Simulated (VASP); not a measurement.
# NaF (Pm-3m) in VASP: notebook

The runs below take NaF through single point, with r2SCAN, PBEsol.

All numbers are computed with VASP 6.6.1; they aren't measurements. Logs are shortened: lines on timing, memory, paths and dates and some standing lists are left out, and cuts for length are marked.

**1. The cell of the first run**

It takes space group Pm-3m (No. 221, cubic). Conventional cell: a = 2.793 Å, b = 2.793 Å, c = 2.793 Å, α = 90.00°, β = 90.00°, γ = 90.00°. Within 3.2 Å of Na (site symmetry m-3m) lie 8 F at 2.42 Å and 6 Na at 2.79 Å. Within 3.2 Å of F (site symmetry m-3m) lie 8 Na at 2.42 Å and 6 F at 2.79 Å.

**2. Single point, r2SCAN**

Contents of POSCAR:

```
NaF
1.0
    2.7934852186      0.0000000000      0.0000000000
    0.0000000000      2.7934852186      0.0000000000
    0.0000000000      0.0000000000      2.7934852186
Na F
1 1
Direct
    0.0000000000      0.0000000000      0.0000000000
    0.5000000000      0.5000000000      0.5000000000
```

Contents of INCAR.step1:

```
SYSTEM = NaF
PREC = Accurate
ENCUT = 520
ISMEAR = 0
SIGMA = 0.01
LREAL = .FALSE.
LASPH = .TRUE.
NELM = 80
NBANDS = 14
GGA = PE
ALGO = Normal
EDIFF = 1E-4
LWAVE = .TRUE.
LCHARG = .FALSE.
```

Contents of INCAR.step2:

```
SYSTEM = NaF
PREC = Accurate
ENCUT = 520
EDIFF = 1E-6
ISMEAR = 0
SIGMA = 0.01
LREAL = .FALSE.
LASPH = .TRUE.
NELM = 80
ALGO = Normal
ISIF = 2
LWAVE = .FALSE.
LCHARG = .FALSE.
METAGGA = R2SCAN
LMIXTAU = .TRUE.
NBANDS = 14
ISTART = 1
```

Contents of KPOINTS:

```
Automatic mesh
0
G
  6 6 6
  0 0 0
```

Potentials or basis: VASP PAW PBE potentials, release 64 (Na_pv, F).

Run with:

```sh
$ cat potpaw_PBE.64/Na_pv/POTCAR potpaw_PBE.64/F/POTCAR > POTCAR
$ cp INCAR.step1 INCAR
$ mpirun -np 1 vasp_std > vasp.out
$ cp INCAR.step2 INCAR
$ mpirun -np 1 vasp_std > vasp.out
```

OUTCAR:

```text
SYSTEM = NaF
   PREC = Accurate
   ENCUT = 520
   EDIFF = 1E-6
   ISMEAR = 0
   LREAL = .FALSE.
   LASPH = .TRUE.
   NELM = 80
   ISIF = 2
   METAGGA = R2SCAN
   ISTART = 1

 ion  position               nearest neighbor table
   1  0.000  0.000  0.000-
   2  0.500  0.500  0.500-

  LATTYP: Found a simple cubic cell.
 ALAT       =     2.7934852186

  Lattice vectors:

 A1 = (   2.7934852186,   0.0000000000,   0.0000000000)
 A2 = (   0.0000000000,   2.7934852186,   0.0000000000)
 A3 = (   0.0000000000,   0.0000000000,   2.7934852186)

Analysis of symmetry for initial positions (statically):
=====================================================================
 Subroutine PRICEL returns:
 Original cell was already a primitive cell.

 Routine SETGRP: Setting up the symmetry group for a
 simple cubic supercell.

 Subroutine GETGRP returns: Found 48 space group operations
 (whereof 48 operations were pure point group operations)
 out of a pool of 48 trial point group operations.

The static configuration has the point symmetry O_h .

Analysis of symmetry for dynamics (positions and initial velocities):
=====================================================================
 Subroutine PRICEL returns:
 Original cell was already a primitive cell.

 Routine SETGRP: Setting up the symmetry group for a
 simple cubic supercell.

 Subroutine GETGRP returns: Found 48 space group operations
 (whereof 48 operations were pure point group operations)
 out of a pool of 48 trial point group operations.

The dynamic configuration has the point symmetry O_h .

 Subroutine INISYM returns: Found 48 space group operations
 (whereof 48 operations are pure point group operations),
 and found     1 'primitive' translations

----------------------------------------------------------------------------------------

                                     Primitive cell

  volume of cell :      21.7991

  direct lattice vectors                    reciprocal lattice vectors
     2.793485219  0.000000000  0.000000000     0.357975762  0.000000000  0.000000000
     0.000000000  2.793485219  0.000000000     0.000000000  0.357975762  0.000000000
     0.000000000  0.000000000  2.793485219     0.000000000  0.000000000  0.357975762

  length of vectors
     2.793485219  2.793485219  2.793485219     0.357975762  0.357975762  0.357975762

  position of ions in fractional coordinates (direct lattice)
     0.000000000  0.000000000  0.000000000
     0.500000000  0.500000000  0.500000000

  ion indices of the primitive-cell ions
   primitive index   ion index
                 1           1
                 2           2

----------------------------------------------------------------------------------------

 KPOINTS: Automatic mesh

Automatic generation of k-mesh.
 Grid dimensions read from file:
 generate k-points for:    6    6    6

 Generating k-lattice:

  Cartesian coordinates                     Fractional coordinates (reciprocal lattice)
     0.059662627  0.000000000  0.000000000     0.166666667  0.000000000  0.000000000
     0.000000000  0.059662627  0.000000000     0.000000000  0.166666667  0.000000000
     0.000000000  0.000000000  0.059662627     0.000000000  0.000000000  0.166666667

  Length of vectors
     0.059662627  0.059662627  0.059662627

  Shift w.r.t. Gamma in fractional coordinates (k-lattice)
     0.000000000  0.000000000  0.000000000

 Subroutine IBZKPT returns following result:
 ===========================================

 Found     20 irreducible k-points:

 Following reciprocal coordinates:
            Coordinates               Weight
  0.000000  0.000000  0.000000      1.000000
  0.166667  0.000000  0.000000      6.000000
  0.333333  0.000000  0.000000      6.000000
  0.500000  0.000000  0.000000      3.000000
  0.166667  0.166667  0.000000     12.000000
  0.333333  0.166667  0.000000     24.000000
[... 12 lines left out ...]
  0.500000  0.500000  0.333333      6.000000
  0.500000  0.500000  0.500000      1.000000
   k-points           NKPTS =     20   k-points in BZ     NKDIM =     20   number of bands    NBANDS=     14
   number of dos      NEDOS =    301   number of ions     NIONS =      2
   total plane-waves  NPLWV =  13824
   dimension x,y,z NGX =    24 NGY =   24 NGZ =   24
   dimension x,y,z NGXF=    48 NGYF=   48 NGZF=   48
   ions per type =               1   1
   NGX,Y,Z   is equivalent  to a cutoff of  14.28, 14.28, 14.28 a.u.
   NGXF,Y,Z  is equivalent  to a cutoff of  28.57, 28.57, 28.57 a.u.
 SYSTEM =  NaF
   PREC   = accura    normal or accurate (medium, high low for compatibility)
   ISTART =      1    job   : 0-new  1-cont  2-samecut
   ICHARG =      0    charge: 1-file 2-atom 10-const
   ISPIN  =      1    spin polarized calculation?
   LNONCOLLINEAR =      F non collinear calculations
   LSORBIT =      F    spin-orbit coupling
   LASPH  =      T    aspherical Exc in radial PAW
   ENCUT  =  520.0 eV  38.22 Ry    6.18 a.u.   5.19  5.19  5.19*2*pi/ulx,y,z
   NELM   =     80;   NELMIN=  2; NELMDL=  0     # of ELM steps
   EDIFF  = 0.1E-05   stopping-criterion for ELM
   LREAL  =      F    real-space projection
   EDIFFG = 0.1E-04   stopping-criterion for IOM
   NSW    =      0    number of steps for IOM
   IBRION =     -1    ionic relax: 0-MD 1-quasi-New 2-CG
   NFREE  =      0    steps in history (QN), initial steepest desc. (CG)
   ISIF   =      2    stress and relaxation
   ISYM   =      2    0-nonsym 1-usesym 2-fastsym
   POTIM  = 0.5000    time-step for ionic-motion
   TEBEG  =    0.0;   TEEND  =   0.0 temperature during run
   PSTRESS=    0.0 pullay stress
   NELECT =      14.0000    total number of electrons
   NUPDOWN=      -1.0000    fix difference up-down
   EMIN   =  10.00;   EMAX   =-10.00  energy-range for DOS
   EFERMI =   0.00;   METHOD = LEGACY
   ISMEAR =     0;   SIGMA  =   0.01  broadening in eV -4-tet -1-fermi 0-gaus
   EFERMI_NEDOS =   21; number of points for ismear=-14 and -15
   IALGO  =     38    algorithm
   IMIX   =      4    mixing-type and parameters
     AMIX     =   0.40;   BMIX     =  1.00
     AMIX_MAG =   1.60;   BMIX_MAG =  1.00
  volume/ion in A,a.u.               =      10.90        73.55
  Fermi-wavevector in a.u.,A,eV,Ry     =   1.412444  2.669131 27.143583  1.994997
  Thomas-Fermi vector in A             =   2.534192
   LORBIT       =      0    0 simple, 1 ext, 2 COOP (PROOUT), +10 PAW based schemes
   METAGGA = R2SCAN    functional components
   LHFCALC =     F    Hartree Fock is set to
   AEXX    =    0.0000 exact exchange contribution
   IVDW    =     0    specifies the selected vdW correction
   LEPSILON=     F    determine dielectric tensor
   LRPA    =     F    only Hartree local field effects (RPA)
 non-spin polarized calculation
 Gauss-broadening in eV      SIGMA  =   0.01
  energy-cutoff  :      520.00
  volume of cell :       21.80
 maximum number of plane-waves:       624
 NGX is ok and might be reduce to    24
   NGX = 11   NGY = 11   NGZ = 11

 number of electron      14.0000006 magnetization

 Free energy of the ion-electron system (eV)
  ---------------------------------------------------
  ext. energy  EPLUGINS =         0.00000000
  ---------------------------------------------------
  free energy    TOTEN  =       -12.31386724 eV

  energy without entropy =      -12.31386724  energy(sigma->0) =      -12.31386724

 E-fermi :  -1.1685     XC(G=0): -10.5930

 val. band max:       -1.2384691890   @ k =   0.5000   0.5000   0.0000
 cond. band min:       5.8768236572   @ k =   0.0000   0.0000   0.0000
 fundamental gap:      7.1152928463
 Fermi energy:        -1.1684852350

 k-point     1 :       0.0000    0.0000    0.0000
  band No.  band energies     occupation
      1     -22.2584      2.00000
      2     -21.8770      2.00000
      3     -21.8770      2.00000
      4     -21.8770      2.00000
      5      -1.5778      2.00000
      6      -1.5778      2.00000
      7      -1.5778      2.00000
      8       5.8768      0.00000
      9      15.2367      0.00000
     10      15.2367      0.00000
     11      24.4054      0.00000
     12      24.4054      0.00000
     13      24.4054      0.00000
     14      31.0662      0.00000

 k-point     2 :       0.1667    0.0000    0.0000
  band No.  band energies     occupation
      1     -22.4770      2.00000
      2     -21.8697      2.00000
      3     -21.8697      2.00000
      4     -21.6387      2.00000
      5      -2.2539      2.00000
      6      -1.5477      2.00000
      7      -1.5477      2.00000
      8       6.7583      0.00000
      9      14.9366      0.00000
     10      15.7677      0.00000
     11      24.2705      0.00000
     12      24.2705      0.00000
     13      25.0654      0.00000
     14      28.8678      0.00000

 k-point     3 :       0.3333    0.0000    0.0000
  band No.  band energies     occupation
      1     -22.7309      2.00000
      2     -21.8550      2.00000
      3     -21.8550      2.00000
      4     -21.3403      2.00000
      5      -3.3745      2.00000
      6      -1.4865      2.00000
      7      -1.4865      2.00000
      8       8.7354      0.00000
      9      13.5505      0.00000
     10      17.3349      0.00000
     11      23.9762      0.00000
     12      23.9762      0.00000
     13      24.0925      0.00000
     14      26.7224      0.00000
[... 256 lines left out ...]
 k-point    19 :       0.5000    0.5000    0.3333
  band No.  band energies     occupation
      1     -22.0691      2.00000
      2     -22.0691      2.00000
      3     -21.9988      2.00000
      4     -21.5576      2.00000
      5      -2.9801      2.00000
      6      -2.9801      2.00000
      7      -2.5401      2.00000
      8      13.5117      0.00000
      9      14.5646      0.00000
     10      14.5646      0.00000
     11      18.2295      0.00000
     12      19.8765      0.00000
     13      19.8765      0.00000
     14      25.3661      0.00000

 k-point    20 :       0.5000    0.5000    0.5000
  band No.  band energies     occupation
      1     -22.0559      2.00000
      2     -22.0559      2.00000
      3     -22.0559      2.00000
      4     -21.4971      2.00000
      5      -2.9273      2.00000
      6      -2.9273      2.00000
      7      -2.9273      2.00000
      8      14.2773      0.00000
      9      14.2773      0.00000
     10      14.2773      0.00000
     11      19.3060      0.00000
     12      19.3060      0.00000
     13      19.3060      0.00000
     14      23.9686      0.00000

------------------------ aborting loop because EDIFF is reached ----------------------------------------

  FORCE on cell =-STRESS in cart. coord.  units (eV):
  Direction    XX          YY          ZZ          XY          YZ          ZX
  --------------------------------------------------------------------------------------
  -------------------------------------------------------------------------------------
  Total       -0.1093650     -0.1093650     -0.1093650     -0.0000000     -0.0000000      0.0000000
  in kB       -8.0380346     -8.0380346     -8.0380346     -0.0000000     -0.0000000      0.0000000
  external PRESSURE =      -8.0380346 kB  Pullay stress =       0.0000000 kB

 VOLUME and BASIS-vectors are now :
 -----------------------------------------------------------------------------
  energy-cutoff  :      520.00
  volume of cell :       21.80
      direct lattice vectors                 reciprocal lattice vectors
     2.793485219  0.000000000  0.000000000     0.357975762  0.000000000  0.000000000
     0.000000000  2.793485219  0.000000000     0.000000000  0.357975762  0.000000000
     0.000000000  0.000000000  2.793485219     0.000000000  0.000000000  0.357975762

 POSITION                                       TOTAL-FORCE (eV/Angst)
 -----------------------------------------------------------------------------------
      0.00000      0.00000      0.00000         0.000000      0.000000      0.000000
      1.39674      1.39674      1.39674         0.000000      0.000000      0.000000
 -----------------------------------------------------------------------------------
    total drift:                                0.000000      0.000000     -0.000000

  FREE ENERGIE OF THE ION-ELECTRON SYSTEM (eV)
  ---------------------------------------------------
  free  energy   TOTEN  =       -12.3138672438 eV

  energy  without entropy=      -12.3138672438  energy(sigma->0) =      -12.31386724
```

It took 33 s on 1 thread of Intel Xeon 8259CL, shared host; peak memory 0.13 GiB.

Results:

```yaml
Free_energy: -12.3139 eV
Pressure: -0.8 GPa
Band_gap_on_the_k_mesh: 7.12 eV, indirect (least direct gap 7.45 eV)
```

Caveat: the PAW data sets were made with another functional, which shifts forces and pressure a little. r2SCAN opens gaps a little over a GGA but as a rule still falls short of measured ones.

**3. Single point, PBEsol**

Contents of INCAR:

```
SYSTEM = NaF
PREC     = Accurate       ! precision mode
ENCUT    = 520            ! plane-wave cutoff, eV
EDIFF    = 1E-6           ! SCF threshold, eV
ISMEAR   = 0              ! smearing method
SIGMA    = 0.01           ! smearing width, eV
LREAL    = .False.        ! projectors in reciprocal space
LASPH    = .True.         ! aspherical terms in the spheres
NELM     = 80             ! most SCF steps
ALGO     = Normal         ! electronic algorithm
ISIF     = 2              ! what is computed and relaxed
LWAVE    = .False.        ! write WAVECAR
LCHARG   = .False.        ! write CHGCAR
GGA      = PS             ! functional
NBANDS   = 14             ! bands
ISYM     = 0
```

Contents of KPOINTS:

```
Automatic mesh
0
Gamma
  6 6 6
  0 0 0
```

POSCAR is that of step 2.

Potentials or basis: VASP PAW PBE potentials, release 64 (Na_pv, F).

Run with:

```sh
$ cat potpaw_PBE.64/Na_pv/POTCAR potpaw_PBE.64/F/POTCAR > POTCAR
$ mpirun -np 1 vasp_std > vasp.out
```

It took 30 s on 1 thread of Intel Xeon 8259CL, shared host; peak memory 0.16 GiB.

It converged, with:

| Property | Result |
| --- | --- |
| Free energy | -8.4801 eV |
| Pressure | 1.3 GPa |
| Band gap on the k mesh | 5.98 eV, indirect (least direct gap 6.32 eV) |

Levels at points of the mesh, in eV from the valence-band top:
| k point | band 5 | band 6 | band 7 | band 8 | band 9 | band 10 |
| --- | --- | --- | --- | --- | --- | --- |
| (0.00, 0.00, 0.00) | -0.34 | -0.34 | -0.34 | 5.98 | 15.58 | 15.58 |
| (0.50, 0.00, 0.00) | -2.71 | -0.21 | -0.21 | 10.71 | 11.78 | 19.81 |
| (0.00, 0.50, 0.00) | -2.71 | -0.21 | -0.21 | 10.71 | 11.78 | 19.81 |
| (0.00, 0.00, 0.50) | -2.71 | -0.21 | -0.21 | 10.71 | 11.78 | 19.81 |
| (0.50, 0.50, 0.00) | -1.92 | -1.92 | 0.00 | 11.85 | 15.14 | 15.14 |
| (0.00, 0.50, 0.50) | -1.92 | -1.92 | 0.00 | 11.85 | 15.14 | 15.14 |
| (0.50, 0.00, 0.50) | -1.92 | -1.92 | 0.00 | 11.85 | 15.14 | 15.14 |
| (0.50, 0.50, 0.50) | -1.69 | -1.69 | -1.69 | 14.25 | 14.25 | 14.25 |

Caveat: the PAW data sets were made with another functional, which shifts forces and pressure a little.
